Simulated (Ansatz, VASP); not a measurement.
Pt: VASP beside Ansatz

File INCAR:

```
ALGO = Normal
EDIFF = 1E-6
ENCUT = 500
GGA = PE
GGA_COMPAT = F
ISIF = 2
ISMEAR = 0
LASPH = T
LCHARG = F
LREAL = F
LWAVE = F
NBANDS = 11
NELM = 120
PREC = Accurate
SIGMA = 0.05
```

KPOINTS

```
k-points
0
Gamma
  8 8 8
```

Contents of POSCAR:

```
Pt
1.0
   -1.5855398410      1.5855398410      1.5855398410
    1.5855398410     -1.5855398410      1.5855398410
    1.5855398410      1.5855398410     -1.5855398410
Pt
1
Direct
    0.0000000000      0.0000000000      0.0000000000
```

Input for Ansatz:

```yaml
crystal:
  lattice:
    - [-1.585539841, 1.585539841, 1.585539841]
    - [1.585539841, -1.585539841, 1.585539841]
    - [1.585539841, 1.585539841, -1.585539841]
  atoms:
    - { symbol: Pt, position: [0.0, 0.0, 0.0] }
basis:
  ecutwfc: 420
  ecutrho_ratio: 4
kpoints:
  mp_grid: { grid: [8, 8, 8] }
hamiltonian:
  xc: pbe
scf:
  occupations: { method: gaussian, width: 0.05 }
output:
  forces: true
  stress: true
  eigenvalues: true
```

Alike in both runs: task single point; functional PBE; k mesh 8 × 8 × 8; occupations gaussian, width 0.05 eV; no spin polarisation.

|  | VASP | Ansatz |
| --- | --- | --- |
| version | VASP 6.6.1 | Ansatz 0.2.0 |
| potentials or method | VASP PAW PBE potentials, release 64 (Pt), cutoff 500 eV | scalar-relativistic, plane waves, PAW |
| valence electrons in the cell | 10 | 18 |

Ansatz gave:

```
gap on the k mesh at the Fermi level (eV) : none
pressure (GPa)                            : -0.2
```

Problem. What did VASP give for the same quantities?

Solution. gap on the k mesh at the Fermi level (eV): none; pressure (GPa): -0.6.

A gap of «none» marks a metal or a gap that the smearing closes. VASP's potentials hold 10 valence electrons a cell and Ansatz's 18, so a difference there can come from the potentials and not from the codes.

Spin-orbit coupling is off throughout.
